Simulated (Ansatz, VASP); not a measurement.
Ti: VASP beside Ansatz

```
CELL_PARAMETERS angstrom
4.62874 0.00000 0.00000
-2.31437 4.00861 0.00000
0.00000 0.00000 2.85676
ATOMIC_POSITIONS crystal
Ti 0.00000 0.00000 0.00000
Ti 0.33333 0.66667 0.50000
Ti 0.66667 0.33333 0.50000
```

Alike in both runs: task single point; functional RPBE; k mesh 9 × 9 × 12; occupations fermi-dirac, width 0.1 eV; no spin polarisation.

|  | VASP | Ansatz |
| --- | --- | --- |
| version | VASP 6.6.1 | Ansatz 0.2.0 |
| potentials or method | VASP PAW PBE potentials, release 64 (Ti_sv), cutoff 520 eV | plane waves (420 eV) with PAW, scalar-relativistic |
| valence electrons in the cell | 36 | 36 |

VASP gave:

| Quantity | Value |
| --- | --- |
| pressure (GPa) | -0.2 |

**Question.** Which values does Ansatz return?

**Answer.** Pressure (GPa): 0.0.

VASP's potentials were made for PBE, not for RPBE.
